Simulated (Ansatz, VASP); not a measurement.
# H3CCl in VASP and in Ansatz

```xyz
40
Lattice="8.3815 0.0000 0.0000 0.0000 8.3815 0.0000 0.0000 0.0000 8.3815" Properties=species:S:1:pos:R:3 pbc="T T T"
C     1.5846    0.5537    5.9499
C     1.1318    5.1652    7.5666
C     6.8391    0.9304    0.6633
C     6.1078    5.6920    3.5680
C     1.8201    4.4274    2.9375
C     4.6522    4.4152    7.4846
C     2.1100    1.0225    2.3120
C     6.9002    2.6487    5.4528
Cl    3.3924    0.5714    6.0295
Cl   -0.3493    5.2380    8.5888
Cl    6.6896    0.8803    2.4652
Cl    6.9417    5.8804    5.1619
Cl    2.6478    3.9512    4.4672
Cl    4.4259    5.1367    9.1063
Cl    2.5989   -0.5548    1.6209
Cl    6.8058    0.8507    5.6441
H     1.2655    1.5385    5.6031
H     1.2747   -0.2220    5.2428
H     1.1913    0.3399    6.9498
H     1.8050    5.9753    7.8826
H     1.6032    4.1917    7.7239
H     0.8263    5.2761    6.5164
H     6.8578    1.9796    0.3586
H     7.7692    0.4211    0.3883
H     5.9766    0.4113    0.2350
H     5.1033    5.3071    3.7630
H     6.0681    6.6789    3.0882
H     6.6832    4.9777    2.9622
H     1.7469    5.5187    2.9070
H     2.4398    4.0728    2.1065
H     0.8254    3.9661    2.9249
H     3.9512    4.8923    6.7939
H     5.6767    4.6324    7.1774
H     4.4688    3.3379    7.5498
H     2.1197    1.7638    1.4974
H     1.0977    0.9188    2.7226
H     2.8328    1.2951    3.0962
H     5.9024    3.0070    5.1845
H     7.2378    3.0842    6.3966
H     7.6124    2.8604    4.6512
```

Alike in both runs: functional PBE; dispersion D3(BJ); k mesh 1 × 1 × 1; occupations fermi-dirac, width 0.05 eV; no spin polarisation.

Ansatz relaxed the structure, and its values are those at the end. VASP's run is a single point on that final structure, the one shown.

|  | VASP | Ansatz |
| --- | --- | --- |
| version | VASP 6.6.1 | Ansatz 0.2.0 |
| potentials or method | VASP PAW PBE potentials, release 64 (C_h, Cl, H_h), cutoff 1000 eV | scalar-relativistic, plane waves, PAW |
| valence electrons in the cell | 112 | 112 |

VASP gave:

```
rms of the force components (eV/Å) : 0.079
```

**Question.** What did Ansatz give for the same quantities?

**Answer.** rms of the force components (eV/Å): 0.070.
